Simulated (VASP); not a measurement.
# Ru (P6_3/mmc) in VASP: further runs, part 2 of 2

VASP 6.6.1. The steps go on from the part before.

**3. Single point, PBE (strain +0.015 along x and y, +0.030 along z)**

Input file INCAR:

```
PREC = Accurate ; ENCUT = 500
EDIFF = 1E-6 ; ISMEAR = 0
SIGMA = 0.15 ; LREAL = False
LASPH = True ; NELM = 120
ALGO = Normal ; ISIF = 2
LWAVE = False ; LCHARG = False
GGA = PE ; NBANDS = 21
GGA_COMPAT = False
```

Input file KPOINTS:

```
regular mesh
0
Gamma
  24 24 12
```

Input file POSCAR:

```
Ru
1.0
    2.7463863242      0.0000000000      0.0000000000
   -1.3731931621      2.3784403254      0.0000000000
    0.0000000000      0.0000000000      4.4103570000
Ru
2
Direct
    0.3333333333      0.6666666667      0.2500000000
    0.6666666667      0.3333333333      0.7500000000
```

Potentials or basis: VASP PAW PBE potentials, release 64 (Ru_pv).

Launch:

```console
$ cat potpaw_PBE.64/Ru_pv/POTCAR > POTCAR
$ mpirun -np 1 vasp_std > vasp.out
```

OUTCAR:

```text
PREC = Accurate
   ENCUT = 500
   EDIFF = 1E-6
   ISMEAR = 0
   LREAL = False
   LASPH = True
   NELM = 120
   ISIF = 2
   GGA = PE

 ion  position               nearest neighbor table
   1  0.333  0.667  0.250-   2 2.72   2 2.72   2 2.72   2 2.72   2 2.72   2 2.72
   2  0.667  0.333  0.750-   1 2.72   1 2.72   1 2.72   1 2.72   1 2.72   1 2.72

  LATTYP: Found a hexagonal cell.
 ALAT       =     2.7463863242
 C/A-ratio  =     1.6058764061

  Lattice vectors:

 A1 = (   2.7463863242,   0.0000000000,   0.0000000000)
 A2 = (  -1.3731931621,   2.3784403254,   0.0000000000)
 A3 = (   0.0000000000,   0.0000000000,   4.4103570000)

Analysis of symmetry for initial positions (statically):
=====================================================================
 Subroutine PRICEL returns:
 Original cell was already a primitive cell.

 Routine SETGRP: Setting up the symmetry group for a
 hexagonal supercell.

 Subroutine GETGRP returns: Found 24 space group operations
 (whereof 12 operations were pure point group operations)
 out of a pool of 24 trial point group operations.

The static configuration has the point symmetry D_3d.
 The point group associated with its full space group is D_6h.

Analysis of symmetry for dynamics (positions and initial velocities):
=====================================================================
 Subroutine PRICEL returns:
 Original cell was already a primitive cell.

 Routine SETGRP: Setting up the symmetry group for a
 hexagonal supercell.

 Subroutine GETGRP returns: Found 24 space group operations
 (whereof 12 operations were pure point group operations)
 out of a pool of 24 trial point group operations.

The dynamic configuration has the point symmetry D_3d.
 The point group associated with its full space group is D_6h.

 Subroutine INISYM returns: Found 24 space group operations
 (whereof 12 operations are pure point group operations),
 and found     1 'primitive' translations

[... 110 lines left out ...]
   EFERMI_NEDOS =   21; number of points for ismear=-14 and -15
   IALGO  =     38    algorithm
   IMIX   =      4    mixing-type and parameters
     AMIX     =   0.40;   BMIX     =  1.00
     AMIX_MAG =   1.60;   BMIX_MAG =  1.00
  volume/ion in A,a.u.               =      14.40        97.21
  Fermi-wavevector in a.u.,A,eV,Ry     =   1.621629  3.064435 35.778998  2.629682
  Thomas-Fermi vector in A             =   2.715374
   LORBIT       =      0    0 simple, 1 ext, 2 COOP (PROOUT), +10 PAW based schemes
   GGA     = PE    functional components
   LHFCALC =     F    Hartree Fock is set to
   AEXX    =    0.0000 exact exchange contribution
   IVDW    =     0    specifies the selected vdW correction
   LEPSILON=     F    determine dielectric tensor
   LRPA    =     F    only Hartree local field effects (RPA)
 non-spin polarized calculation
 Gauss-broadening in eV      SIGMA  =   0.15
  energy-cutoff  :      500.00
  volume of cell :       28.81
 maximum number of plane-waves:       756
 NGX is ok and might be reduce to    20
   NGX =  9   NGY =  9   NGZ = 17

 number of electron      27.9999998 magnetization

 Free energy of the ion-electron system (eV)
  ---------------------------------------------------
  ext. energy  EPLUGINS =         0.00000000
  ---------------------------------------------------
  free energy    TOTEN  =       -18.41570054 eV

  energy without entropy =      -18.39388478  energy(sigma->0) =      -18.40479266

 E-fermi :  11.7990     XC(G=0): -13.7561

 val. band max:       11.7944027891   @ k =   0.2500   0.2500   0.0833
 cond. band min:      11.8006730726   @ k =   0.1250   0.0833   0.3333
 fundamental gap:      0.0062702836
 Fermi energy:        11.7990231003

 k-point     1 :       0.0000    0.0000    0.0000
  band No.  band energies     occupation
      1     -31.6293      2.00000
      2     -30.8658      2.00000
      3     -30.8658      2.00000
      4     -30.7352      2.00000
      5     -30.7352      2.00000
      6     -30.7209      2.00000
[... 565 lines left out ...]
     20      22.2839      0.00000
     21      22.3612      0.00000

 [... further k-points ...]

------------------------ aborting loop because EDIFF is reached ----------------------------------------

  FORCE on cell =-STRESS in cart. coord.  units (eV):
  Direction    XX          YY          ZZ          XY          YZ          ZX
  --------------------------------------------------------------------------------------
  -------------------------------------------------------------------------------------
  Total       -1.8413281     -1.8413281     -3.2228817     -0.0000000     -0.0000000      0.0000000
  in kB     -102.4033425   -102.4033425   -179.2368565     -0.0000000     -0.0000000      0.0000000
  external PRESSURE =    -128.0145138 kB  Pullay stress =       0.0000000 kB

 VOLUME and BASIS-vectors are now :
 -----------------------------------------------------------------------------
  energy-cutoff  :      500.00
  volume of cell :       28.81
      direct lattice vectors                 reciprocal lattice vectors
     2.746386324  0.000000000  0.000000000     0.364114834  0.210221797  0.000000000
    -1.373193162  2.378440325  0.000000000     0.000000000  0.420443595  0.000000000
     0.000000000  0.000000000  4.410357000     0.000000000  0.000000000  0.226739015

 POSITION                                       TOTAL-FORCE (eV/Angst)
 -----------------------------------------------------------------------------------
     -0.00000      1.58563      1.10259        -0.000000      0.000000      0.000000
      1.37319      0.79281      3.30777         0.000000      0.000000      0.000000
 -----------------------------------------------------------------------------------
    total drift:                                0.000000     -0.000000      0.000000

  FREE ENERGIE OF THE ION-ELECTRON SYSTEM (eV)
  ---------------------------------------------------
  free  energy   TOTEN  =       -18.4157005410 eV

  energy  without entropy=      -18.3938847828  energy(sigma->0) =      -18.40479266
```

Run time: 64 s. Hardware: 1 thread of Intel Xeon 6975P-C (Granite Rapids), shared host; peak memory 0.29 GiB.

Results:

| Item | Value |
| --- | --- |
| Free energy | -18.4157 eV |
| Pressure | -12.8 GPa |
| Band gap on the k mesh | zero (band 14 reaches 13.30 eV, above the bottom of band 15 at 10.34 eV) |

Levels at points of the mesh, in eV from the Fermi level:
```
           k point  band 10  band 11  band 12  band 13  band 14  band 15  band 16  band 17  band 18  band 19
(0.00, 0.00, 0.00)    -2.37    -2.35    -1.78    -1.78    -1.18    -1.18     1.07     1.07     1.07     9.40
(0.50, 0.00, 0.00)    -2.67    -2.01    -1.65    -1.49     1.36     1.66     1.70     3.78     5.74    10.46
(0.00, 0.00, 0.50)    -2.60    -2.49    -2.49    -2.49    -2.49     0.47     0.47     0.47     0.47    10.49
(0.50, 0.00, 0.50)    -4.21    -0.93    -0.93     0.41     0.41     1.57     1.57     3.18     3.18     9.89
```

Caveat: the cell differs from its parent crystal (strain +0.015 along x and y, +0.030 along z).
